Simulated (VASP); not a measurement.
# V in VASP: further runs, part 2 of 2

VASP 6.6.1. Earlier steps stand in the parts before.

### Step 4. Single point, PBE, collinear spin, ferromagnetic start

This run uses another cell than the first one, of 13.61 Å³/atom, 0.977 times its volume.

INCAR

```
SYSTEM = V
ALGO = Normal
EDIFF = 1E-7
ENCUT = 520
GGA = PE
ISIF = 2
ISMEAR = 0
ISPIN = 2
LASPH = .True.
LCHARG = .False.
LMAXMIX = 4
LORBIT = 11
LREAL = .False.
LWAVE = .False.
MAGMOM = 2
NBANDS = 16
NELM = 150
PREC = Accurate
SIGMA = 0.1
```

KPOINTS

```
k-points
0
Gamma
  8 8 8
  0 0 0
```

POSCAR

```
V
1.0
    0.0000000000      1.8950000000      1.8950000000
    1.8950000000      0.0000000000      1.8950000000
    1.8950000000      1.8950000000      0.0000000000
V
1
Direct
    0.0000000000      0.0000000000      0.0000000000
```

Potentials or basis: VASP PAW PBE potentials, release 64 (V_sv).

Command:

```
cat potpaw_PBE.64/V_sv/POTCAR > POTCAR
mpirun -np 1 vasp_std > vasp.out
```

OUTCAR:

```text
SYSTEM = V
   EDIFF = 1E-7
   ENCUT = 520
   GGA = PE
   ISIF = 2
   ISMEAR = 0
   ISPIN = 2
   LASPH = .True.
   LORBIT = 11
   LREAL = .False.
   NELM = 150
   PREC = Accurate

 ion  position               nearest neighbor table
   1  0.000  0.000  0.000-

  LATTYP: Found a face centered cubic cell.
 ALAT       =     3.7900000000

  Lattice vectors:

 A1 = (   0.0000000000,   1.8950000000,   1.8950000000)
 A2 = (   1.8950000000,   0.0000000000,   1.8950000000)
 A3 = (   1.8950000000,   1.8950000000,   0.0000000000)

Analysis of symmetry for initial positions (statically):
=====================================================================
 Subroutine PRICEL returns:
 Original cell was already a primitive cell.

 Routine SETGRP: Setting up the symmetry group for a
 face centered cubic supercell.

 Subroutine GETGRP returns: Found 48 space group operations
 (whereof 48 operations were pure point group operations)
 out of a pool of 48 trial point group operations.

The static configuration has the point symmetry O_h .
[... 181 lines left out ...]

 k-point     1 :       0.0000    0.0000    0.0000
  band No.  band energies     occupation
      1     -54.1704      1.00000
      2     -27.4949      1.00000
      3     -27.4949      1.00000
      4     -27.4949      1.00000
      5       3.0167      1.00000
      6      10.0531      0.01985
[... 435 lines left out ...]
      5       7.6203      1.00000
      6       8.4832      1.00000
[... 8 lines left out ...]
     15      36.4403      0.00000
     16      40.9860      0.00000

 [... further k-points ...]

 spin component 2

 k-point     1 :       0.0000    0.0000    0.0000
  band No.  band energies     occupation
      1     -54.1704      1.00000
      2     -27.4949      1.00000
      3     -27.4949      1.00000
      4     -27.4949      1.00000
      5       3.0167      1.00000
      6      10.0531      0.01983
[... 435 lines left out ...]
      5       7.6203      1.00000
      6       8.4833      1.00000
[... 8 lines left out ...]
     15      36.4404      0.00000
     16      40.9860      0.00000

 [... further k-points ...]
[... 5 lines left out ...]
  --------------------------------------------------------------------------------------
  -------------------------------------------------------------------------------------
  Total        0.3832325      0.3832325      0.3832325     -0.0000000     -0.0000000     -0.0000000
  in kB       45.1144143     45.1144143     45.1144143     -0.0000000     -0.0000000     -0.0000000
  external PRESSURE =      45.1144143 kB  Pullay stress =       0.0000000 kB

 VOLUME and BASIS-vectors are now :
 -----------------------------------------------------------------------------
  energy-cutoff  :      520.00
  volume of cell :       13.61
      direct lattice vectors                 reciprocal lattice vectors
     0.000000000  1.895000000  1.895000000    -0.263852243  0.263852243  0.263852243
     1.895000000  0.000000000  1.895000000     0.263852243 -0.263852243  0.263852243
     1.895000000  1.895000000  0.000000000     0.263852243  0.263852243 -0.263852243

 POSITION                                       TOTAL-FORCE (eV/Angst)
 -----------------------------------------------------------------------------------
      0.00000      0.00000      0.00000         0.000000      0.000000      0.000000
 -----------------------------------------------------------------------------------
    total drift:                                0.000000      0.000000      0.000000

  FREE ENERGIE OF THE ION-ELECTRON SYSTEM (eV)
  ---------------------------------------------------
  free  energy   TOTEN  =        -8.7385927055 eV

  energy  without entropy=       -8.7272284171  energy(sigma->0) =       -8.73291056

 total charge

# of ion       s       p       d       tot
------------------------------------------
    1        2.346   6.235   3.041  11.622

 magnetization (x)

# of ion       s       p       d       tot
------------------------------------------
    1        0.000   0.000   0.000   0.000
```

Run time: 13 s. Hardware: 1 thread of Intel Xeon Platinum 8488C (Sapphire Rapids), shared host; peak memory 0.13 GiB.

Results:

* Free energy: -8.7386 eV
* Pressure: 4.5 GPa
* Net moment: 0.00 μB per cell
* Valence electrons inside the program's atomic spheres: V 11.62

Levels at points of the mesh, in eV from the Fermi level:
Spin up:
```
           k point  band 2  band 3  band 4  band 5  band 6  band 7  band 8  band 9  band 10  band 11
(0.00, 0.00, 0.00)  -37.40  -37.40  -37.40   -6.89    0.15    0.15    0.15    1.93     1.93    17.74
(0.50, 0.00, 0.00)  -38.27  -37.51  -37.51   -3.40    0.02    0.02    0.83    3.13     3.13     9.19
(0.50, 0.50, 0.00)  -38.21  -37.71  -37.71   -3.56   -2.70    3.11    3.44    3.44     3.48    11.93
```
Spin down:
| k point | band 4 | band 5 | band 6 | band 7 | band 8 | band 9 |
| --- | --- | --- | --- | --- | --- | --- |
| (0.00, 0.00, 0.00) | -37.40 | -6.89 | 0.15 | 0.15 | 0.15 | 1.93 |
| (0.50, 0.00, 0.00) | -37.51 | -3.40 | 0.02 | 0.02 | 0.83 | 3.13 |
| (0.50, 0.50, 0.00) | -37.71 | -3.56 | -2.70 | 3.11 | 3.44 | 3.44 |

### Step 5. Relaxation of cell and atoms, PBE

This run uses another cell than the first one, of 14.43 Å³/atom, 1.036 times its volume.

INCAR

```
SYSTEM = V
PREC = Accurate
ENCUT = 600
EDIFF = 1E-7
ISMEAR = 0
SIGMA = 0.1
LREAL = .False.
LASPH = .True.
NELM = 80
ALGO = Normal
ISIF = 3
LWAVE = .False.
LCHARG = .False.
GGA = PE
IBRION = 2
NSW = 90
EDIFFG = -0.04
```

KPOINTS

```
regular mesh
0
Gamma
  8 8 8
  0 0 0
```

POSCAR

```
V
1.0
   -1.3336029348      1.3336029348      2.0288823175
    1.3336029348     -1.3336029348      2.0288823175
    1.3336029348      1.3336029348     -2.0288823175
V
1
Direct
    0.0000000000      0.0000000000      0.0000000000
```

Command:

```
cat potpaw_PBE.64/V_sv/POTCAR > POTCAR
mpirun -np 1 vasp_std > vasp.out
```

It took 32 s on 1 thread of Intel Xeon Platinum 8488C (Sapphire Rapids), shared host; peak memory 0.15 GiB.

Results (log left out):

```yaml
Free_energy: -8.9050 eV
Relaxed_volume: 13.63 Å³/atom
Relaxed_cell: a = 2.838 Å, b = 2.838 Å, c = 2.838 Å, α = 128.46°, β = 128.46°, γ = 75.87°
Space_group_after_relaxing_to_0.05_Å: I4/mmm (No. 139)
Energy_gained_by_relaxing: 134.3 meV/atom
Ionic_steps: 8
Pressure_after_relaxing: -0.1 GPa
```

Stress tensor (GPa, compression positive):
```
-0.14  0.00  0.00
 0.00 -0.14  0.00
 0.00  0.00  0.02
```

Step by step:
```tsv
step	energy change (eV)	largest force (eV/Å)	pressure (GPa)	volume (Å³)
1	0.0000	0.0000	-6.50	14.43
2	-0.0456	0.0000	7.10	13.23
3	-0.0457	0.0000	8.08	13.16
4	-0.0765	0.0000	9.01	13.02
5	-0.0714	0.0000	17.86	12.53
6	-0.0970	0.0000	12.54	12.79
7	-0.1291	0.0000	4.41	13.31
8	-0.1343	0.0000	-0.08	13.63
```

Final structure:
```xyz
1
Lattice="-1.2338 1.2338 2.2383 1.2338 -1.2338 2.2383 1.2338 1.2338 -2.2383" Properties=species:S:1:pos:R:3 pbc="T T T"
V     0.0000    0.0000    0.0000
```

Levels at points of the mesh, in eV from the Fermi level:
```tsv
k point	band 5	band 6	band 7	band 8	band 9	band 10
(0.00, 0.00, 0.00)	-6.64	-1.00	0.43	1.43	1.43	3.37
(0.50, 0.00, 0.00)	-3.15	-0.70	1.27	1.39	3.11	3.54
(0.50, 0.50, 0.00)	-3.38	-2.24	2.51	2.94	4.71	5.72
(0.50, 0.50, 0.50)	-3.33	-2.26	0.65	3.53	3.53	3.72
```

Caveat: the k points lie up to 0.45 Å⁻¹ apart in the final cell.

### Step 6. Overview

```tsv
task	spin	cell	cutoff (eV)	gap on the mesh (eV)	pressure (GPa)	relaxed volume (Å³/atom)
single point	off	a = 2.701 Å, angles 60.0°, 1 atom	520	none	0.2	-
relaxation of cell and atoms	off	relaxed from a = 2.680 Å, angles 60.0°, 1 atom	600	none	0.0	13.95
single point	collinear, ferromagnetic start	a = 2.680 Å, angles 60.0°, 1 atom	520	none	4.5	-
relaxation of cell and atoms	off	relaxed from a = 2.770 Å, angles 122.4, 122.4, 85.8°, 1 atom	600	none	-0.1	13.63
```

Alike in all rows: level PBE; potentials or basis VASP PAW PBE potentials, release 64 (V_sv); k mesh 8 × 8 × 8; smearing gaussian 0.1 eV.

Caveats: some runs use coarse meshes.

Total energies depend on the potentials used, so only differences within one code and one set of settings carry meaning.
